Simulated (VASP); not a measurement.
# Fe (Im-3m) in VASP: further runs

Runs on Fe. Level: PBEsol+U. Tasks: single point.

Program: VASP 6.6.1. These are calculated values, not measurements. Logs are shortened: lines on timing, memory, paths and dates and some standing lists are left out, and cuts for length are marked.

### 1 The cell of the first run

Symmetry: Im-3m, No. 229, cubic system. Conventional cell: a = 2.891 Å, b = 2.891 Å, c = 2.891 Å, α = 90.00°, β = 90.00°, γ = 90.00°. Within 3.3 Å of Fe (site symmetry m-3m) lie 14 Fe at 2.50 to 2.89 Å.

### 2 Single point, PBEsol+U, collinear spin, ferromagnetic start

The input, INCAR:

```
SYSTEM = Fe
PREC = Accurate ; ENCUT = 690
EDIFF = 1E-6 ; ISMEAR = -1
SIGMA = 0.1 ; LREAL = .FALSE.
LASPH = .TRUE. ; NELM = 200
ALGO = Normal ; ISIF = 2
LWAVE = .FALSE. ; LCHARG = .FALSE.
ISPIN = 2 ; MAGMOM = 4.92
LORBIT = 11 ; NUPDOWN = 4.92
LMAXMIX = 4 ; LDAU = .TRUE.
LDAUTYPE = 2 ; LDAUL = 2
LDAUU = 5.3 ; LDAUJ = 0
LDAUPRINT = 1 ; GGA = PS
NBANDS = 18 ; GGA_COMPAT = .FALSE.
```

The input, KPOINTS:

```
regular mesh
0
G
  12 12 12
  0 0 0
```

The input, POSCAR:

```
Fe
1.0
   -1.4455000000      1.4455000000      1.4455000000
    1.4455000000     -1.4455000000      1.4455000000
    1.4455000000      1.4455000000     -1.4455000000
Fe
1
Direct
    0.0000000000      0.0000000000      0.0000000000
```

Potentials or basis: VASP PAW PBE potentials, release 64 (Fe_sv).

The run is started by

```bash
$ cat potpaw_PBE.64/Fe_sv/POTCAR > POTCAR
$ mpirun -np 1 vasp_std > vasp.out
```

OUTCAR:

```text
SYSTEM = Fe
   PREC = Accurate
   ENCUT = 690
   EDIFF = 1E-6
   ISMEAR = -1
   LREAL = .FALSE.
   LASPH = .TRUE.
   NELM = 200
   ISIF = 2
   ISPIN = 2
   LORBIT = 11
   NUPDOWN = 4.92
   GGA = PS

 ion  position               nearest neighbor table
   1  0.000  0.000  0.000-

  LATTYP: Found a body centered cubic cell.
 ALAT       =     2.8910000000

  Lattice vectors:

 A1 = (  -1.4455000000,   1.4455000000,   1.4455000000)
 A2 = (   1.4455000000,  -1.4455000000,   1.4455000000)
 A3 = (   1.4455000000,   1.4455000000,  -1.4455000000)

Analysis of symmetry for initial positions (statically):
=====================================================================
 Subroutine PRICEL returns:
 Original cell was already a primitive cell.

 Routine SETGRP: Setting up the symmetry group for a
 body centered cubic supercell.

 Subroutine GETGRP returns: Found 48 space group operations
 (whereof 48 operations were pure point group operations)
 out of a pool of 48 trial point group operations.

The static configuration has the point symmetry O_h .

Analysis of symmetry for dynamics (positions and initial velocities):
=====================================================================
 Subroutine PRICEL returns:
 Original cell was already a primitive cell.

 Routine SETGRP: Setting up the symmetry group for a
 body centered cubic supercell.

 Subroutine GETGRP returns: Found 48 space group operations
 (whereof 48 operations were pure point group operations)
 out of a pool of 48 trial point group operations.

The dynamic configuration has the point symmetry O_h .

Analysis of structural, dynamic, and magnetic symmetry:
=====================================================================
 Subroutine PRICEL returns:
 Original cell was already a primitive cell.

 Routine SETGRP: Setting up the symmetry group for a
 body centered cubic supercell.

 Subroutine GETGRP returns: Found 48 space group operations
 (whereof 48 operations were pure point group operations)
 out of a pool of 48 trial point group operations.

The overall configuration has the point symmetry O_h .

 Subroutine INISYM returns: Found 48 space group operations
 (whereof 48 operations are pure point group operations),
 and found     1 'primitive' translations

----------------------------------------------------------------------------------------

                                     Primitive cell

  volume of cell :      12.0813

  direct lattice vectors                    reciprocal lattice vectors
    -1.445500000  1.445500000  1.445500000     0.000000000  0.345901072  0.345901072
     1.445500000 -1.445500000  1.445500000     0.345901072  0.000000000  0.345901072
     1.445500000  1.445500000 -1.445500000     0.345901072  0.345901072  0.000000000

  length of vectors
     2.503679442  2.503679442  2.503679442     0.489177988  0.489177988  0.489177988

  position of ions in fractional coordinates (direct lattice)
     0.000000000  0.000000000  0.000000000

  ion indices of the primitive-cell ions
   primitive index   ion index
                 1           1

----------------------------------------------------------------------------------------

 KPOINTS: regular mesh

Automatic generation of k-mesh.
 Grid dimensions read from file:
 generate k-points for:   12   12   12

 Generating k-lattice:

[... 50 lines left out ...]
   NGXF,Y,Z  is equivalent  to a cutoff of  31.87, 31.87, 31.87 a.u.
 SYSTEM =  Fe
   PREC   = accura    normal or accurate (medium, high low for compatibility)
   ISTART =      0    job   : 0-new  1-cont  2-samecut
   ICHARG =      2    charge: 1-file 2-atom 10-const
   ISPIN  =      2    spin polarized calculation?
   LNONCOLLINEAR =      F non collinear calculations
   LSORBIT =      F    spin-orbit coupling
   LASPH  =      T    aspherical Exc in radial PAW
   ENCUT  =  690.0 eV  50.71 Ry    7.12 a.u.   5.36  5.36  5.36*2*pi/ulx,y,z
   NELM   =    200;   NELMIN=  2; NELMDL= -5     # of ELM steps
   EDIFF  = 0.1E-05   stopping-criterion for ELM
   LREAL  =      F    real-space projection
   EDIFFG = 0.1E-04   stopping-criterion for IOM
   NSW    =      0    number of steps for IOM
   IBRION =     -1    ionic relax: 0-MD 1-quasi-New 2-CG
   NFREE  =      0    steps in history (QN), initial steepest desc. (CG)
   ISIF   =      2    stress and relaxation
   ISYM   =      2    0-nonsym 1-usesym 2-fastsym
   POTIM  = 0.5000    time-step for ionic-motion
   TEBEG  =    0.0;   TEEND  =   0.0 temperature during run
   PSTRESS=    0.0 pullay stress
   NELECT =      16.0000    total number of electrons
   NUPDOWN=       4.9200    fix difference up-down
   EMIN   =  10.00;   EMAX   =-10.00  energy-range for DOS
   EFERMI =   0.00;   METHOD = LEGACY
   ISMEAR =    -1;   SIGMA  =   0.10  broadening in eV -4-tet -1-fermi 0-gaus
   EFERMI_NEDOS =   21; number of points for ismear=-14 and -15
   IALGO  =     38    algorithm
   IMIX   =      4    mixing-type and parameters
     AMIX     =   0.40;   BMIX     =  1.00
     AMIX_MAG =   1.60;   BMIX_MAG =  1.00
  volume/ion in A,a.u.               =      12.08        81.53
  Fermi-wavevector in a.u.,A,eV,Ry     =   1.797808  3.397365 43.975594  3.232115
  Thomas-Fermi vector in A             =   2.859075
   LORBIT       =     11    0 simple, 1 ext, 2 COOP (PROOUT), +10 PAW based schemes
 LDA+U is selected, type is set to LDAUTYPE =  2
   angular momentum for each species LDAUL =     2
   U (eV)           for each species LDAUU =   5.3
   J (eV)           for each species LDAUJ =   0.0
   GGA     = PS    functional components
   LHFCALC =     F    Hartree Fock is set to
   AEXX    =    0.0000 exact exchange contribution
   IVDW    =     0    specifies the selected vdW correction
   LEPSILON=     F    determine dielectric tensor
   LRPA    =     F    only Hartree local field effects (RPA)
 spin polarized calculation
  energy-cutoff  :      690.00
  volume of cell :       12.08
 maximum number of plane-waves:       531
 NGX is ok and might be reduce to    24
   NGX = 11   NGY = 11   NGZ = 11

atom =   1  type =  1  l = 2

 onsite density matrix

spin component  1

  0.9210  0.0000  0.0000  0.0000  0.0000
  0.0000  0.9210  0.0000  0.0000  0.0000
  0.0000  0.0000  0.9237 -0.0000  0.0000
  0.0000  0.0000 -0.0000  0.9210 -0.0000
  0.0000  0.0000  0.0000 -0.0000  0.9237

spin component  2

  0.0777 -0.0000 -0.0000 -0.0000 -0.0000
 -0.0000  0.0777 -0.0000 -0.0000  0.0000
 -0.0000 -0.0000  0.1700  0.0000 -0.0000
 -0.0000 -0.0000  0.0000  0.0777  0.0000
 -0.0000  0.0000 -0.0000  0.0000  0.1700

 occupancies and eigenvectors

  o =  0.0777  v =  0.0000  0.0000  0.0000  0.0000  0.0000 -0.0130 -0.9999 -0.0000 -0.0043  0.0000      0.0000  0.0000  0.0000  0.0000  0.0000  0.0000  0.0000  0.0000  0.0000  0.0000
  o =  0.0777  v =  0.0000  0.0000  0.0000  0.0000  0.0000 -0.0226  0.0046  0.0000 -0.9997 -0.0000      0.0000  0.0000  0.0000  0.0000  0.0000  0.0000  0.0000  0.0000  0.0000  0.0000
  o =  0.0777  v =  0.0000  0.0000  0.0000  0.0000  0.0000  0.9997 -0.0129  0.0000 -0.0227  0.0000      0.0000  0.0000  0.0000  0.0000  0.0000  0.0000  0.0000  0.0000  0.0000  0.0000
  o =  0.1700  v =  0.0000  0.0000  0.0000  0.0000  0.0000  0.0000 -0.0000 -0.0042  0.0000 -1.0000      0.0000  0.0000  0.0000  0.0000  0.0000  0.0000  0.0000  0.0000  0.0000  0.0000
  o =  0.1700  v =  0.0000  0.0000  0.0000  0.0000  0.0000 -0.0000 -0.0000  1.0000  0.0000 -0.0042      0.0000  0.0000  0.0000  0.0000  0.0000  0.0000  0.0000  0.0000  0.0000  0.0000
  o =  0.9210  v =  0.9999 -0.0112 -0.0000 -0.0109 -0.0000  0.0000  0.0000  0.0000  0.0000  0.0000      0.0000  0.0000  0.0000  0.0000  0.0000  0.0000  0.0000  0.0000  0.0000  0.0000
  o =  0.9210  v = -0.0120 -0.1089 -0.0000 -0.9940 -0.0000  0.0000  0.0000  0.0000  0.0000  0.0000      0.0000  0.0000  0.0000  0.0000  0.0000  0.0000  0.0000  0.0000  0.0000  0.0000
  o =  0.9210  v =  0.0099  0.9940 -0.0000 -0.1090  0.0000  0.0000  0.0000  0.0000  0.0000  0.0000      0.0000  0.0000  0.0000  0.0000  0.0000  0.0000  0.0000  0.0000  0.0000  0.0000
  o =  0.9237  v =  0.0000  0.0000  0.9994 -0.0000 -0.0352  0.0000  0.0000  0.0000  0.0000  0.0000      0.0000  0.0000  0.0000  0.0000  0.0000  0.0000  0.0000  0.0000  0.0000  0.0000
  o =  0.9237  v = -0.0000  0.0000 -0.0352  0.0000 -0.9994  0.0000  0.0000  0.0000  0.0000  0.0000      0.0000  0.0000  0.0000  0.0000  0.0000  0.0000  0.0000  0.0000  0.0000  0.0000

 number of electron      15.9999991 magnetization       4.9199997

 Free energy of the ion-electron system (eV)
  ---------------------------------------------------
  ext. energy  EPLUGINS =         0.00000000
  ---------------------------------------------------
  free energy    TOTEN  =        -0.92959792 eV

  energy without entropy =       -0.89346293  energy(sigma->0) =       -0.91153042

 E-fermi :  11.6355     XC(G=0): -13.5542

 val. band max:       18.8204515402   @ k =  -0.3333  -0.4167   0.0833
 cond. band min:      11.6378947621   @ k =   0.3333   0.1667   0.0833
 fundamental gap:     -7.1825567781
 Fermi energy:        18.8341857387

 spin component 1

 k-point     1 :       0.0000    0.0000    0.0000
  band No.  band energies     occupation
      1     -78.7457      1.00000
      2     -44.6591      1.00000
      3     -44.6591      1.00000
      4     -44.6591      1.00000
      5       2.0329      1.00000
      6       4.9336      1.00000
[... 1001 lines left out ...]
     17      49.4689      0.00000
     18      51.6326      0.00000

 [... further k-points ...]

------------------------ aborting loop because EDIFF is reached ----------------------------------------

  FORCE on cell =-STRESS in cart. coord.  units (eV):
  Direction    XX          YY          ZZ          XY          YZ          ZX
  --------------------------------------------------------------------------------------
  -------------------------------------------------------------------------------------
  Total        7.6514222      7.6514222      7.6514222     -0.0000000      0.0000000     -0.0000000
  in kB     1014.7018923   1014.7018923   1014.7018923     -0.0000000      0.0000000     -0.0000000
  external PRESSURE =    1014.7018923 kB  Pullay stress =       0.0000000 kB

 VOLUME and BASIS-vectors are now :
 -----------------------------------------------------------------------------
  energy-cutoff  :      690.00
  volume of cell :       12.08
      direct lattice vectors                 reciprocal lattice vectors
    -1.445500000  1.445500000  1.445500000     0.000000000  0.345901072  0.345901072
     1.445500000 -1.445500000  1.445500000     0.345901072  0.000000000  0.345901072
     1.445500000  1.445500000 -1.445500000     0.345901072  0.345901072  0.000000000

 POSITION                                       TOTAL-FORCE (eV/Angst)
 -----------------------------------------------------------------------------------
      0.00000      0.00000      0.00000         0.000000      0.000000     -0.000000
 -----------------------------------------------------------------------------------
    total drift:                               -0.000000      0.000000      0.000000

  FREE ENERGIE OF THE ION-ELECTRON SYSTEM (eV)
  ---------------------------------------------------
  free  energy   TOTEN  =        -0.9295979163 eV

  energy  without entropy=       -0.8934629274  energy(sigma->0) =       -0.91153042

 total charge

# of ion       s       p       d       tot
------------------------------------------
    1        2.268   6.105   5.162  13.534

 magnetization (x)

# of ion       s       p       d       tot
------------------------------------------
    1        0.080   0.092   4.025   4.197
```

Wall time 34 s (1 thread of Intel Xeon Platinum 8488C (Sapphire Rapids), shared host); peak memory 0.17 GiB.

What came out:

| Property | Result |
| --- | --- |
| Free energy | -0.9296 eV |
| Pressure | 101.5 GPa |
| Net moment | 4.92 μB per cell |
| Site moments | Fe +4.20 μB |
| Valence electrons inside the program's atomic spheres | Fe 13.53 |

Eigenvalues of the final occupation matrices:
```tsv
site	spin	trace	eigenvalues
site 1 d	1	4.61	0.92 0.92 0.92 0.92 0.92
site 1 d	2	0.57	0.08 0.08 0.08 0.17 0.17
```

Caveat: the cell stands under pressure; the PAW data sets were made with another functional, which shifts forces and pressure a little; the total moment is fixed, so each spin has its own Fermi level and the state may be an excited one; the U is typed as a test and isn't derived for this compound. The state reached can hang on the start; a lower one may exist.

### 3 Single point, PBEsol+U, collinear spin, zero start

The input, INCAR:

```
SYSTEM = Fe
  ALGO = Normal
  EDIFF = 1E-6
  ENCUT = 690
  GGA = PS
  GGA_COMPAT = .False.
  ISIF = 2
  ISMEAR = -1
  ISPIN = 2
  LASPH = .True.
  LCHARG = .False.
  LDAU = .True.
  LDAUJ = 0
  LDAUL = 2
  LDAUPRINT = 1
  LDAUTYPE = 2
  LDAUU = 5.3
  LMAXMIX = 4
  LORBIT = 11
  LREAL = .False.
  LWAVE = .False.
  MAGMOM = 0
  NBANDS = 18
  NELM = 200
  NUPDOWN = 0.0
  PREC = Accurate
  SIGMA = 0.1
```

The input, KPOINTS:

```
k-points
0
Gamma
  12 12 12
  0 0 0
```

POSCAR is that of step 2.

Potentials or basis: VASP PAW PBE potentials, release 64 (Fe_sv).

The run is started by

```bash
$ cat potpaw_PBE.64/Fe_sv/POTCAR > POTCAR
$ mpirun -np 1 vasp_std > vasp.out
```

Wall time 38 s (1 thread of Intel Xeon Platinum 8375C at 2.90GHz (Ice Lake), shared host); peak memory 0.17 GiB.

It converged, with:

- Free energy: -2.2726 eV
- Pressure: -13.2 GPa
- Net moment: 0.00 μB per cell
- Valence electrons inside the program's atomic spheres: Fe 13.74

Eigenvalues of the final occupation matrices:
```tsv
site	spin	trace	eigenvalues
site 1 d	1	2.78	0.23 0.23 0.77 0.77 0.77
site 1 d	2	2.78	0.23 0.23 0.77 0.77 0.77
```

Caveat: the cell stands under tension; the PAW data sets were made with another functional, which shifts forces and pressure a little; the total moment is fixed, so each spin has its own Fermi level; the U is typed as a test and isn't derived for this compound.

### 4 Single point, PBEsol+U, collinear spin, ferromagnetic start

INCAR: that of step 3 with these lines changed.

```diff
@@ -10,3 +10,3 @@
   LASPH = .True.
-  LCHARG = .False.
+  LCHARG = .True.
   LDAU = .True.
@@ -17,2 +17,3 @@
   LDAUU = 5.3
+  LELF = .True.
   LMAXMIX = 4
@@ -20,7 +21,8 @@
   LREAL = .False.
+  LVHAR = .True.
   LWAVE = .False.
-  MAGMOM = 0
+  MAGMOM = 1.23
   NBANDS = 18
   NELM = 200
-  NUPDOWN = 0.0
+  NUPDOWN = 1.23
   PREC = Accurate
```

KPOINTS is that of step 3.

POSCAR is that of step 3.

The run is started by

```bash
$ cat potpaw_PBE.64/Fe_sv/POTCAR > POTCAR
$ mpirun -np 1 vasp_std > vasp.out
```

Run time: 32 s. Hardware: 1 thread of AMD EPYC 9R45 (Zen 5), shared host; peak memory 0.14 GiB.

The run converged. Its results:

```yaml
Free_energy: -3.2676 eV
Pressure: -17.8 GPa
Net_moment: 1.23 μB per cell
Site_moments: Fe +1.36 μB
Valence_electrons_inside_the_program's_atomic_spheres: Fe 13.76
```

Eigenvalues of the final occupation matrices:
| site | spin | trace | eigenvalues |
| --- | --- | --- | --- |
| site 1 d | 1 | 3.49 | 0.59 0.59 0.59 0.86 0.86 |
| site 1 d | 2 | 2.09 | 0.11 0.11 0.62 0.62 0.62 |

Caveat: the cell stands under tension; the PAW data sets were made with another functional, which shifts forces and pressure a little; the total moment is fixed, so each spin has its own Fermi level and the state may be an excited one; the U is typed as a test and isn't derived for this compound. The state reached can hang on the start; a lower one may exist.

(Continued in part 2 of 2.)
